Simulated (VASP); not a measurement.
SiGeO4: single point with PBE

SiGeO4:

```
Si Ge O
1.0
     0.00000    3.78585    3.78585
     3.78585    0.00000    3.78585
     3.78585    3.78585    0.00000
Si Ge O
1 1 4
Direct
  0.75000 0.75000 0.75000
  0.50000 0.50000 0.50000
  0.11247 0.62918 0.62918
  0.62918 0.11247 0.62918
  0.62918 0.62918 0.11247
  0.62918 0.62918 0.62918
```

- Program: VASP 6.6.1
- Task: single point
- Functional: PBE
- Potentials or basis: VASP PAW PBE potentials, release 64 (Si, Ge_d, O_h)
- Cutoff: 1340 eV
- k mesh: 6 × 6 × 6
- Occupations: gaussian, width 0.02 eV
- Spin: no spin polarisation

* Pressure: 8.3 GPa
* Largest force: 0.120 eV/Å
* Band gap on the k mesh: 4.72 eV (least direct gap 4.72 eV)

Forces on the atoms (eV/Å):
```
Si   0.000  0.000  0.000
Ge   0.000  0.000  0.000
O   -0.069  0.069  0.069
O    0.069 -0.069  0.069
O    0.069  0.069 -0.069
O   -0.069 -0.069 -0.069
```

Levels at points of the mesh, in eV from the valence-band top:
```
           k point  band 17  band 18  band 19  band 20  band 21  band 22  band 23  band 24  band 25  band 26
(0.00, 0.00, 0.00)    -1.59    -1.59    -0.01    -0.01    -0.01     4.72     7.28     8.77     8.77     8.77
(0.50, 0.00, 0.00)    -1.78    -1.78    -0.69    -0.69     0.00     6.37     7.87     8.64    10.14    10.14
(0.50, 0.50, 0.00)    -2.24    -1.48    -0.84    -0.47    -0.47     7.32     7.94     9.00    10.64    10.64
```

Wall time 4.4 min on 1 thread of Intel(R) Xeon(R) Platinum 8259CL CPU @ 2.50GHz (Skylake/Cascade Lake), on a shared host, peak memory 0.64 GiB.

Caveat: the cell stands under pressure. A k mesh can miss the band edges.
